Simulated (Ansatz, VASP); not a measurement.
W: VASP beside Ansatz

```
CELL_PARAMETERS angstrom
4.50243 0.00000 0.00000
-2.25122 3.89922 0.00000
0.00000 0.00000 22.29183
ATOMIC_POSITIONS crystal
W 0.66667 0.33333 0.17944
W 0.33333 0.66667 0.22067
W 0.00000 0.00000 0.26189
W 0.66667 0.33333 0.30220
W 0.33333 0.66667 0.33775
W 0.00000 0.00000 0.37197
```

Alike in both runs: task single point; functional PBE; k mesh 6 × 6 × 1; occupations gaussian, width 0.1 eV; no spin polarisation.

|  | VASP | Ansatz |
| --- | --- | --- |
| version | VASP 6.6.1 | Ansatz 0.2.0 |
| potentials or method | VASP PAW PBE potentials, release 64 (W_sv), cutoff 400 eV | scalar-relativistic, plane waves, PAW |
| valence electrons in the cell | 84 | 84 |

Ansatz gave:

| Property | Result |
| --- | --- |
| gap on the k mesh at the Fermi level (eV) | none |
| rms of the force components (eV/Å) | 0.733 |

**Question.** What did VASP give for the same quantities?

**Answer.** gap on the k mesh at the Fermi level (eV): none; rms of the force components (eV/Å): 0.741.

Atom by atom the forces differ by 0.028 eV/Å (rms over components). A gap of «none» marks a metal or a gap that the smearing closes. With one functional, cell and mesh, what is left measures potentials, basis and numerics. Ansatz's warnings: vacuum below fermi.

Spin-orbit coupling is off throughout.
